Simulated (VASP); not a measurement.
BaF2: relaxation of cell and atoms with PBE

Crystal: BaF2.

```
Ba F
1.0
     0.00000    3.12250    3.12250
     3.12250    0.00000    3.12250
     3.12250    3.12250    0.00000
Ba F
1 2
Direct
  0.00000 0.00000 0.00000
  0.25000 0.25000 0.25000
  0.75000 0.75000 0.75000
```

```yaml
Program: VASP 6.6.1
Task: relaxation of cell and atoms
Functional: PBE
Potentials_or_basis: VASP PAW PBE potentials, release 64 (Ba_sv, F)
Cutoff: 600 eV
k_mesh: 6 × 6 × 6
Occupations: fermi-dirac, width 0.02 eV
Spin: no spin polarisation
Dipole_correction: no
Further_INCAR_settings: ALGO = Normal; EDIFF = 1e-07; IBRION = 2; EDIFFG = -0.005; NSW = 80; ISIF = 3
```

- Relaxed volume: 20.65 Å³/atom
- Relaxed cell: a = 4.441 Å, b = 4.441 Å, c = 4.441 Å, α = 60.00°, β = 60.00°, γ = 60.00°
- Space group after relaxing (to 0.1 Å): Fm-3m (No. 225)
- Energy gained by relaxing: 1.0 meV/atom
- Ionic steps: 2
- Pressure after relaxing: 0.0 GPa
- Band gap on the k mesh: 6.60 eV (least direct gap 6.65 eV)

Step by step:
| step | energy change (eV) | largest force (eV/Å) | pressure (GPa) | volume (Å³) |
| --- | --- | --- | --- | --- |
| 1 | 0.0000 | 0.0000 | 0.94 | 60.89 |
| 2 | -0.0030 | 0.0000 | -0.01 | 61.95 |

Final structure:
```
CELL_PARAMETERS angstrom
0.00000 3.14048 3.14048
3.14048 0.00000 3.14048
3.14048 3.14048 0.00000
ATOMIC_POSITIONS crystal
Ba 0.00000 0.00000 0.00000
F 0.25000 0.25000 0.25000
F 0.75000 0.75000 0.75000
```

Levels at points of the mesh, in eV from the valence-band top:
```
           k point  band 10  band 11  band 12  band 13  band 14  band 15
(0.00, 0.00, 0.00)    -0.05    -0.05    -0.05     6.60     9.04     9.04
(0.50, 0.00, 0.00)    -0.34    -0.16    -0.16     8.88     9.02     9.02
(0.50, 0.50, 0.00)    -0.30    -0.30    -0.08     7.18     8.81    10.43
```

Run time: 52 s on 1 thread of Intel Xeon 8259CL, on a shared host, peak memory 0.21 GiB.

Caveat: spin-orbit coupling is left out, which moves the levels of the heavy elements. A k mesh can miss the band edges.
